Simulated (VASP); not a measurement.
Here is a VASP 6.6.1 calculation.

Contents of INCAR:

```
SYSTEM = LiBe
PREC = Accurate
ENCUT = 600
EDIFF = 1E-6
ISMEAR = -1
SIGMA = 0.05
LREAL = .False.
LASPH = .True.
NELM = 80
ALGO = Normal
ISIF = 3
LWAVE = .False.
LCHARG = .False.
GGA = PE
IBRION = 2
NSW = 60
EDIFFG = -0.01
```

The input KPOINTS:

```
regular mesh
0
Gamma
  9 9 9
  0 0 0
```

POSCAR

```
LiBe
1.0
    2.8111530000      0.0000000000      0.0000000000
    0.0000000000      2.8111530000      0.0000000000
    0.0000000000      0.0000000000      2.8111530000
Be Li
1 1
Direct
    0.5000000000      0.5000000000      0.5000000000
    0.0000000000      0.0000000000      0.0000000000
```

Potentials or basis: VASP PAW PBE potentials, release 64 (Be, Li_sv).

Run with:

```bash
$ cat potpaw_PBE.64/Be/POTCAR potpaw_PBE.64/Li_sv/POTCAR > POTCAR
$ mpirun -np 1 vasp_std > vasp.out
```

(1) Predict the space group after relaxing (to 0.05 Å).

(2) Estimate the relaxed cell.

(3) Predict the relaxed volume.

Answers

(1) Pm-3m (No. 221).

(2) a = 2.814 Å, b = 2.814 Å, c = 2.814 Å, α = 90.00°, β = 90.00°, γ = 90.00°.

(3) 11.14 Å³/atom.

Caveat: the cutoff is under 1.25 times the usual one of these potentials, so pressure, stress and relaxed cells hold a basis-set (Pulay) error.
